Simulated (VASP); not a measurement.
# Al2H (Pnnm) in VASP: single point with PBE

Aim: the single point of Al2H with PBE.

Program: VASP 6.6.1. These are calculated values, not measurements. Logs are shortened: lines on timing, memory, paths and dates and some standing lists are left out, and cuts for length are marked.

## (1) The cell of the first run

The structure is orthorhombic, space group Pnnm (No. 58). Conventional cell: a = 4.186 Å, b = 5.374 Å, c = 3.299 Å, α = 90.00°, β = 90.00°, γ = 90.00°. Within 2.7 Å of Al (site symmetry m) lie 3 H at 2.00 to 2.20 Å. Within 2.7 Å of H (site symmetry 2/m) lie 6 Al at 2.00 to 2.20 Å.

## (2) Single point, PBE

File INCAR:

```
SYSTEM = Al2H
ALGO     = Normal         ! electronic algorithm
EDIFF    = 1E-6           ! SCF threshold, eV
ENCUT    = 500            ! plane-wave cutoff, eV
GGA      = PE             ! functional
GGA_COMPAT= .FALSE.      
ISIF     = 2              ! what is computed and relaxed
ISMEAR   = 0              ! smearing method
LASPH    = .TRUE.         ! aspherical terms in the spheres
LCHARG   = .TRUE.         ! write CHGCAR
LELF     = .TRUE.         ! ELF
LREAL    = .FALSE.        ! projectors in reciprocal space
LVHAR    = .TRUE.       
LWAVE    = .FALSE.        ! write WAVECAR
NBANDS   = 16             ! bands
NELM     = 120            ! most SCF steps
PREC     = Accurate       ! precision mode
SIGMA    = 0.2            ! smearing width, eV
```

File KPOINTS:

```
k-points
0
G
  4 3 5
  0 0 0
```

File POSCAR:

```
Al2H
1.0
    4.1855058084      0.0000000000      0.0000000000
    0.0000000000      5.3744506257      0.0000000000
    0.0000000000      0.0000000000      3.2986347872
Al H
4 2
Direct
    0.7335997805      0.1744279222      0.5000000000
    0.2664002195      0.8255720778      0.5000000000
    0.7664002195      0.6744279222      0.0000000000
    0.2335997805      0.3255720778      0.0000000000
    0.5000000000      0.5000000000      0.5000000000
    0.0000000000      0.0000000000      0.0000000000
```

Potentials or basis: VASP PAW PBE potentials, release 64 (Al, H).

Run with:

```console
cat potpaw_PBE.64/Al/POTCAR potpaw_PBE.64/H/POTCAR > POTCAR
mpirun -np 1 vasp_std > vasp.out
```

OUTCAR:

```text
SYSTEM = Al2H
   EDIFF = 1E-6
   ENCUT = 500
   GGA = PE
   ISIF = 2
   ISMEAR = 0
   LASPH = .TRUE.
   LREAL = .FALSE.
   NELM = 120
   PREC = Accurate

 ion  position               nearest neighbor table
   1  0.734  0.174  0.500-   5 2.00   2 2.71   4 2.79   4 2.79   4 2.79   4 2.79   2 2.91   3 3.16
                             3 3.16   3 3.16   3 3.16
   2  0.266  0.826  0.500-   5 2.00   1 2.71   3 2.79   3 2.79   3 2.79   3 2.79   1 2.91   4 3.16
                             4 3.16   4 3.16   4 3.16
   3  0.766  0.674  0.000-   6 2.00   4 2.71   2 2.79   2 2.79   2 2.79   2 2.79   4 2.91   1 3.16
                             1 3.16   1 3.16   1 3.16
   4  0.234  0.326  0.000-   6 2.00   3 2.71   1 2.79   1 2.79   1 2.79   1 2.79   3 2.91   2 3.16
                             2 3.16   2 3.16   2 3.16
   5  0.500  0.500  0.500-   1 2.00   2 2.00
   6  0.000  0.000  0.000-   3 2.00   4 2.00

  LATTYP: Found a simple orthorhombic cell.
 ALAT       =     3.2986347872
 B/A-ratio  =     1.2688600219
 C/A-ratio  =     1.6292954426

  Lattice vectors:

 A1 = (   0.0000000000,   0.0000000000,   3.2986347872)
 A2 = (   4.1855058084,   0.0000000000,   0.0000000000)
 A3 = (   0.0000000000,   5.3744506257,   0.0000000000)

Analysis of symmetry for initial positions (statically):
=====================================================================
 Subroutine PRICEL returns:
 Original cell was already a primitive cell.

 Routine SETGRP: Setting up the symmetry group for a
 simple orthorhombic supercell.

 Subroutine GETGRP returns: Found  8 space group operations
 (whereof  4 operations were pure point group operations)
 out of a pool of  8 trial point group operations.

The static configuration has the point symmetry C_2h.
 The point group associated with its full space group is D_2h.

Analysis of symmetry for dynamics (positions and initial velocities):
=====================================================================
 Subroutine PRICEL returns:
 Original cell was already a primitive cell.

 Routine SETGRP: Setting up the symmetry group for a
 simple orthorhombic supercell.

 Subroutine GETGRP returns: Found  8 space group operations
 (whereof  4 operations were pure point group operations)
 out of a pool of  8 trial point group operations.

The dynamic configuration has the point symmetry C_2h.
 The point group associated with its full space group is D_2h.

 Subroutine INISYM returns: Found  8 space group operations
 (whereof  4 operations are pure point group operations),
 and found     1 'primitive' translations

----------------------------------------------------------------------------------------

[... 102 lines left out ...]
   TEBEG  =    0.0;   TEEND  =   0.0 temperature during run
   PSTRESS=    0.0 pullay stress
   NELECT =      14.0000    total number of electrons
   NUPDOWN=      -1.0000    fix difference up-down
   EMIN   =  10.00;   EMAX   =-10.00  energy-range for DOS
   EFERMI =   0.00;   METHOD = LEGACY
   ISMEAR =     0;   SIGMA  =   0.20  broadening in eV -4-tet -1-fermi 0-gaus
   EFERMI_NEDOS =   21; number of points for ismear=-14 and -15
   IALGO  =     38    algorithm
   IMIX   =      4    mixing-type and parameters
     AMIX     =   0.40;   BMIX     =  1.00
     AMIX_MAG =   1.60;   BMIX_MAG =  1.00
  volume/ion in A,a.u.               =      12.37        83.46
  Fermi-wavevector in a.u.,A,eV,Ry     =   0.938956  1.774370 11.995428  0.881639
  Thomas-Fermi vector in A             =   2.066220
   LORBIT       =      0    0 simple, 1 ext, 2 COOP (PROOUT), +10 PAW based schemes
   GGA     = PE    functional components
   LHFCALC =     F    Hartree Fock is set to
   AEXX    =    0.0000 exact exchange contribution
   IVDW    =     0    specifies the selected vdW correction
   LEPSILON=     F    determine dielectric tensor
   LRPA    =     F    only Hartree local field effects (RPA)
 non-spin polarized calculation
 Gauss-broadening in eV      SIGMA  =   0.20
  energy-cutoff  :      500.00
  volume of cell :       74.20
 maximum number of plane-waves:      1892
 NGX is ok and might be reduce to    32
   NGX = 15   NGY = 19   NGZ = 13

 number of electron      13.9999998 magnetization

 Free energy of the ion-electron system (eV)
  ---------------------------------------------------
  ext. energy  EPLUGINS =         0.00000000
  ---------------------------------------------------
  free energy    TOTEN  =       -20.17984315 eV

  energy without entropy =      -20.15963140  energy(sigma->0) =      -20.16973728

 E-fermi :   7.1785     XC(G=0): -10.1121

 val. band max:        7.1144263333   @ k =   0.0000   0.3333   0.2000
 cond. band min:       7.2090441759   @ k =   0.0000   0.3333   0.4000
 fundamental gap:      0.0946178426
 Fermi energy:         7.1785142275

 k-point     1 :       0.0000    0.0000    0.0000
  band No.  band energies     occupation
      1      -4.3962      2.00000
      2      -0.4731      2.00000
      3       1.2919      2.00000
      4       3.5540      2.00000
      5       5.3199      2.00000
      6       6.4921      2.00000
[... 319 lines left out ...]
      3       2.3469      2.00000
      4       2.3469      2.00000
      5       3.3253      2.00000
      6       3.3253      2.00000
[... 8 lines left out ...]
     15      15.8336      0.00000
     16      15.8336      0.00000

------------------------ aborting loop because EDIFF is reached ----------------------------------------

  FORCE on cell =-STRESS in cart. coord.  units (eV):
  Direction    XX          YY          ZZ          XY          YZ          ZX
  --------------------------------------------------------------------------------------
  -------------------------------------------------------------------------------------
  Total        0.1308310     -0.1479324     -0.2303088      0.0000000      0.0000000      0.0000000
  in kB        2.8249134     -3.1941680     -4.9728434      0.0000000      0.0000000      0.0000000
  external PRESSURE =      -1.7806993 kB  Pullay stress =       0.0000000 kB

 VOLUME and BASIS-vectors are now :
 -----------------------------------------------------------------------------
  energy-cutoff  :      500.00
  volume of cell :       74.20
      direct lattice vectors                 reciprocal lattice vectors
     4.185505808  0.000000000  0.000000000     0.238919750  0.000000000  0.000000000
     0.000000000  5.374450626  0.000000000     0.000000000  0.186065529  0.000000000
     0.000000000  0.000000000  3.298634787     0.000000000  0.000000000  0.303155719

 POSITION                                       TOTAL-FORCE (eV/Angst)
 -----------------------------------------------------------------------------------
      3.07049      0.93745      1.64932        -0.005987      0.007042      0.000000
      1.11502      4.43700      1.64932         0.005987     -0.007042      0.000000
      3.20777      3.62468      0.00000         0.005987      0.007042      0.000000
      0.97773      1.74977      0.00000        -0.005987     -0.007042      0.000000
      2.09275      2.68723      1.64932         0.000000      0.000000      0.000000
      0.00000      0.00000      0.00000         0.000000      0.000000      0.000000
 -----------------------------------------------------------------------------------
    total drift:                                0.000000     -0.000000     -0.000000

  FREE ENERGIE OF THE ION-ELECTRON SYSTEM (eV)
  ---------------------------------------------------
  free  energy   TOTEN  =       -20.1798431469 eV

  energy  without entropy=      -20.1596314033  energy(sigma->0) =      -20.16973728
```

stdout:

```text
POSCAR found type information on POSCAR AlH
 POSCAR found :  2 types and       6 ions
 scaLAPACK will be used
 LDA part: xc-table for (Slater+PW92), standard interpolation
 POSCAR, INCAR and KPOINTS ok, starting setup
 FFT: planning ... GRIDC
 FFT: planning ... GRID_SOFT
 FFT: planning ... GRID
 WAVECAR not read
 entering main loop
```

Wall time 35 s (1 thread of Intel Xeon 8259CL, shared host); peak memory 0.17 GiB.

What came out:

```
Free energy            : -20.1798 eV
Pressure               : -0.2 GPa
Largest force          : 0.009 eV/Å
Band gap on the k mesh : zero (band 7 reaches 10.56 eV, above the bottom of band 8 at 5.25 eV)
```

Forces in eV/Å, atoms in the order of the input:
```
Al  -0.006  0.007  0.000
Al   0.006 -0.007  0.000
Al   0.006  0.007  0.000
Al  -0.006 -0.007  0.000
H    0.000  0.000  0.000
H    0.000  0.000  0.000
```

Caveat: the k points lie up to 0.39 Å⁻¹ apart.
